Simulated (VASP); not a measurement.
Here is a VASP 6.6.1 calculation.

Contents of INCAR:

```
SYSTEM = CdS
PREC = Accurate
ENCUT = 630
EDIFF = 1E-6
ISMEAR = -1
SIGMA = 0.05
LREAL = .FALSE.
LASPH = .TRUE.
NELM = 120
ALGO = Normal
ISIF = 2
LWAVE = .FALSE.
LCHARG = .TRUE.
GGA = PE
IVDW = 13
LELF = .TRUE.
LVHAR = .TRUE.
NBANDS = 20
GGA_COMPAT = .FALSE.
```

File KPOINTS:

```
Automatic mesh
0
G
  7 7 5
  0 0 0
```

POSCAR

```
CdS
1.0
    4.1055881227      0.0000000000      0.0000000000
   -2.0527940614      3.5555436118      0.0000000000
    0.0000000000      0.0000000000      3.8501630455
Cd S
1 1
Direct
    0.0000000000      0.0000000000      0.5268980186
    0.6666666667      0.3333333333      0.3501019814
```

Potentials or basis: VASP PAW PBE potentials, release 64 (Cd_sv_GW, S).

The run is started by

```bash
$ cat potpaw_PBE.64/Cd_sv_GW/POTCAR potpaw_PBE.64/S/POTCAR > POTCAR
$ mpirun -np 1 vasp_std > vasp.out
```

Problem. Estimate the largest force.

Solution. 0.004 eV/Å.

Problem. Predict the band gap on the k mesh.

Solution. 0.95 eV (least direct gap 1.24 eV).

Problem. Estimate the dispersion energy per atom.

Solution. -0.275 eV.

Forces on the atoms (eV/Å):
```
Cd   0.000  0.000  0.004
S    0.000  0.000 -0.004
```

A k mesh can miss the band edges.
